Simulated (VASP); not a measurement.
# Sn3Se (Pm-3m) in VASP: a series of runs

The runs below take Sn3Se through single point, with PBE.

All numbers are computed with VASP 6.6.1; they aren't measurements. Logs are shortened: lines on timing, memory, paths and dates and some standing lists are left out, and cuts for length are marked.

## (1) The cell of the first run

Symmetry: Pm-3m, No. 221, cubic system. The conventional cell has a = 4.742 Å, b = 4.742 Å, c = 4.742 Å, α = 90.00°, β = 90.00°, γ = 90.00°. Within 4.4 Å of Sn (site symmetry 4/mmm) lie 8 Sn at 3.35 Å and 4 Se at 3.35 Å. Se (site symmetry m-3m) has 12 Sn at 3.35 Å within 4.4 Å.

## (2) Single point, PBE

Input file INCAR:

```
SYSTEM = Sn3Se
ALGO = Normal
EDIFF = 1E-6
ENCUT = 520
GGA = PE
ISIF = 2
ISMEAR = -1
LASPH = .TRUE.
LCHARG = .FALSE.
LREAL = .FALSE.
LWAVE = .FALSE.
NBANDS = 32
NELM = 80
PREC = Accurate
SIGMA = 0.1
```

Input file KPOINTS:

```
k-points
0
G
  8 8 8
  0 0 0
```

Input file POSCAR:

```
Sn3Se
1.0
    4.7418790000      0.0000000000      0.0000000000
    0.0000000000      4.7418790000      0.0000000000
    0.0000000000      0.0000000000      4.7418790000
Sn Se
3 1
Direct
    0.5000000000      0.5000000000      0.0000000000
    0.5000000000      0.0000000000      0.5000000000
    0.0000000000      0.5000000000      0.5000000000
    0.0000000000      0.0000000000      0.0000000000
```

Potentials or basis: VASP PAW PBE potentials, release 64 (Sn_d, Se).

Run with:

```sh
$ cat potpaw_PBE.64/Sn_d/POTCAR potpaw_PBE.64/Se/POTCAR > POTCAR
$ mpirun -np 1 vasp_std > vasp.out
```

OUTCAR:

```text
SYSTEM = Sn3Se
   EDIFF = 1E-6
   ENCUT = 520
   GGA = PE
   ISIF = 2
   ISMEAR = -1
   LASPH = .TRUE.
   LREAL = .FALSE.
   NELM = 80
   PREC = Accurate

 ion  position               nearest neighbor table
   1  0.500  0.500  0.000-   2 3.35   3 3.35   2 3.35   3 3.35   2 3.35   2 3.35   3 3.35   3 3.35

   2  0.500  0.000  0.500-   1 3.35   3 3.35   1 3.35   1 3.35   3 3.35   1 3.35   3 3.35   3 3.35

   3  0.000  0.500  0.500-   1 3.35   2 3.35   1 3.35   2 3.35   1 3.35   2 3.35   1 3.35   2 3.35

   4  0.000  0.000  0.000-

  LATTYP: Found a simple cubic cell.
 ALAT       =     4.7418790000

  Lattice vectors:

 A1 = (   4.7418790000,   0.0000000000,   0.0000000000)
 A2 = (   0.0000000000,   4.7418790000,   0.0000000000)
 A3 = (   0.0000000000,   0.0000000000,   4.7418790000)

Analysis of symmetry for initial positions (statically):
=====================================================================
 Subroutine PRICEL returns:
 Original cell was already a primitive cell.

 Routine SETGRP: Setting up the symmetry group for a
 simple cubic supercell.

 Subroutine GETGRP returns: Found 48 space group operations
 (whereof 48 operations were pure point group operations)
 out of a pool of 48 trial point group operations.

The static configuration has the point symmetry O_h .

Analysis of symmetry for dynamics (positions and initial velocities):
=====================================================================
 Subroutine PRICEL returns:
 Original cell was already a primitive cell.

 Routine SETGRP: Setting up the symmetry group for a
 simple cubic supercell.

 Subroutine GETGRP returns: Found 48 space group operations
 (whereof 48 operations were pure point group operations)
 out of a pool of 48 trial point group operations.

The dynamic configuration has the point symmetry O_h .

 Subroutine INISYM returns: Found 48 space group operations
 (whereof 48 operations are pure point group operations),
 and found     1 'primitive' translations

----------------------------------------------------------------------------------------

                                     Primitive cell

  volume of cell :     106.6231

[... 87 lines left out ...]
   LNONCOLLINEAR =      F non collinear calculations
   LSORBIT =      F    spin-orbit coupling
   LASPH  =      T    aspherical Exc in radial PAW
   ENCUT  =  520.0 eV  38.22 Ry    6.18 a.u.   8.82  8.82  8.82*2*pi/ulx,y,z
   NELM   =     80;   NELMIN=  2; NELMDL= -5     # of ELM steps
   EDIFF  = 0.1E-05   stopping-criterion for ELM
   LREAL  =      F    real-space projection
   EDIFFG = 0.1E-04   stopping-criterion for IOM
   NSW    =      0    number of steps for IOM
   IBRION =     -1    ionic relax: 0-MD 1-quasi-New 2-CG
   NFREE  =      0    steps in history (QN), initial steepest desc. (CG)
   ISIF   =      2    stress and relaxation
   ISYM   =      2    0-nonsym 1-usesym 2-fastsym
   POTIM  = 0.5000    time-step for ionic-motion
   TEBEG  =    0.0;   TEEND  =   0.0 temperature during run
   PSTRESS=    0.0 pullay stress
   NELECT =      48.0000    total number of electrons
   NUPDOWN=      -1.0000    fix difference up-down
   EMIN   =  10.00;   EMAX   =-10.00  energy-range for DOS
   EFERMI =   0.00;   METHOD = LEGACY
   ISMEAR =    -1;   SIGMA  =   0.10  broadening in eV -4-tet -1-fermi 0-gaus
   EFERMI_NEDOS =   21; number of points for ismear=-14 and -15
   IALGO  =     38    algorithm
   IMIX   =      4    mixing-type and parameters
     AMIX     =   0.40;   BMIX     =  1.00
     AMIX_MAG =   1.60;   BMIX_MAG =  1.00
  volume/ion in A,a.u.               =      26.66       179.88
  Fermi-wavevector in a.u.,A,eV,Ry     =   1.254695  2.371029 21.419096  1.574259
  Thomas-Fermi vector in A             =   2.388487
   LORBIT       =      0    0 simple, 1 ext, 2 COOP (PROOUT), +10 PAW based schemes
   GGA     = PE    functional components
   LHFCALC =     F    Hartree Fock is set to
   AEXX    =    0.0000 exact exchange contribution
   IVDW    =     0    specifies the selected vdW correction
   LEPSILON=     F    determine dielectric tensor
   LRPA    =     F    only Hartree local field effects (RPA)
 non-spin polarized calculation
  energy-cutoff  :      520.00
  volume of cell :      106.62
 maximum number of plane-waves:      2897
 NGX is ok and might be reduce to    36
   NGX = 17   NGY = 17   NGZ = 17

 number of electron      47.9999994 magnetization

 Free energy of the ion-electron system (eV)
  ---------------------------------------------------
  ext. energy  EPLUGINS =         0.00000000
  ---------------------------------------------------
  free energy    TOTEN  =       -14.86457690 eV

  energy without entropy =      -14.77536681  energy(sigma->0) =      -14.81997185

 E-fermi :   7.2672     XC(G=0): -10.1716

 val. band max:        7.2248595121   @ k =   0.1250   0.1250   0.1250
 cond. band min:       7.3232484055   @ k =   0.5000   0.5000   0.0000
 fundamental gap:      0.0983888934
 Fermi energy:         7.2672390572

 k-point     1 :       0.0000    0.0000    0.0000
  band No.  band energies     occupation
      1     -14.5758      2.00000
      2     -14.5758      2.00000
      3     -14.5758      2.00000
      4     -14.5525      2.00000
      5     -14.5525      2.00000
      6     -14.5241      2.00000
[... 829 lines left out ...]
     31      12.3564      0.00000
     32      15.1616      0.00000

 [... further k-points ...]

------------------------ aborting loop because EDIFF is reached ----------------------------------------

  FORCE on cell =-STRESS in cart. coord.  units (eV):
  Direction    XX          YY          ZZ          XY          YZ          ZX
  --------------------------------------------------------------------------------------
  -------------------------------------------------------------------------------------
  Total        0.1263898      0.1263898      0.1263898     -0.0000000      0.0000000     -0.0000000
  in kB        1.8992020      1.8992020      1.8992020     -0.0000000      0.0000000     -0.0000000
  external PRESSURE =       1.8992020 kB  Pullay stress =       0.0000000 kB

 VOLUME and BASIS-vectors are now :
 -----------------------------------------------------------------------------
  energy-cutoff  :      520.00
  volume of cell :      106.62
      direct lattice vectors                 reciprocal lattice vectors
     4.741879000  0.000000000  0.000000000     0.210886866  0.000000000  0.000000000
     0.000000000  4.741879000  0.000000000     0.000000000  0.210886866  0.000000000
     0.000000000  0.000000000  4.741879000     0.000000000  0.000000000  0.210886866

 POSITION                                       TOTAL-FORCE (eV/Angst)
 -----------------------------------------------------------------------------------
      2.37094      2.37094      0.00000         0.000000      0.000000      0.000000
      2.37094      0.00000      2.37094         0.000000      0.000000      0.000000
      0.00000      2.37094      2.37094         0.000000      0.000000      0.000000
      0.00000      0.00000      0.00000         0.000000      0.000000      0.000000
 -----------------------------------------------------------------------------------
    total drift:                                0.000000      0.000000      0.000000

  FREE ENERGIE OF THE ION-ELECTRON SYSTEM (eV)
  ---------------------------------------------------
  free  energy   TOTEN  =       -14.8645768991 eV

  energy  without entropy=      -14.7753668056  energy(sigma->0) =      -14.81997185
```

stdout:

```text
POSCAR found type information on POSCAR SnSe
 POSCAR found :  2 types and       4 ions
 scaLAPACK will be used
 LDA part: xc-table for (Slater+PW92), standard interpolation
 POSCAR, INCAR and KPOINTS ok, starting setup
 FFT: planning ... GRIDC
 FFT: planning ... GRID_SOFT
 FFT: planning ... GRID
 WAVECAR not read
 entering main loop
```

Run time: 2.9 min. Hardware: 1 thread of AMD EPYC 7R13, shared host; peak memory 0.23 GiB.

Results:

```
Free energy            : -14.8646 eV
Pressure               : 0.2 GPa
Band gap on the k mesh : zero (band 24 reaches 9.23 eV, above the bottom of band 25 at 6.83 eV)
```

Levels at points of the mesh, in eV from the Fermi level:
```csv
k point,band 20,band 21,band 22,band 23,band 24,band 25,band 26,band 27,band 28,band 29
"(0.00, 0.00, 0.00)",-4.33,-4.33,-4.33,-0.07,-0.07,-0.07,2.26,2.26,2.26,4.18
"(0.50, 0.00, 0.00)",-3.25,-3.25,-1.89,-1.81,-1.81,-0.16,1.84,2.14,2.17,2.17
"(0.50, 0.50, 0.00)",-2.58,-2.37,-2.04,-2.04,-0.68,0.06,0.06,0.06,3.13,3.13
"(0.50, 0.50, 0.50)",-5.25,-5.25,-5.25,-4.75,1.96,1.96,1.96,5.83,5.83,6.09
```

Caveat: spin-orbit coupling is left out, which moves the levels of the heavy elements.

## (3) Single point, PBE

Input file INCAR:

```
SYSTEM = Sn3Se
PREC = Accurate
ENCUT = 520
EDIFF = 1E-7
ISMEAR = -1
SIGMA = 0.1
LREAL = .FALSE.
LASPH = .TRUE.
NELM = 100
ALGO = Normal
ISIF = 2
LWAVE = .FALSE.
LCHARG = .FALSE.
GGA = PE
NBANDS = 32
```

Input file KPOINTS:

```
Automatic mesh
0
G
  9 9 9
  0 0 0
```

POSCAR is that of step 2.

Potentials or basis: VASP PAW PBE potentials, release 64 (Sn_d, Se).

Run with:

```sh
$ cat potpaw_PBE.64/Sn_d/POTCAR potpaw_PBE.64/Se/POTCAR > POTCAR
$ mpirun -np 1 vasp_std > vasp.out
```

Wall time 2.8 min (1 thread of AMD EPYC 7R13, shared host); peak memory 0.23 GiB.

Results (log left out):

| Quantity | Value |
| --- | --- |
| Free energy | -14.8732 eV |
| Pressure | 0.2 GPa |
| Band gap on the k mesh | zero (band 24 reaches 8.90 eV, above the bottom of band 25 at 6.80 eV) |

Levels at points of the mesh, in eV from the Fermi level:
```csv
k point,band 21,band 22,band 23,band 24,band 25,band 26,band 27,band 28
"(0.00, 0.00, 0.00)",-4.31,-4.31,-0.05,-0.05,-0.05,2.29,2.29,2.29
```

Caveat: spin-orbit coupling is left out, which moves the levels of the heavy elements.
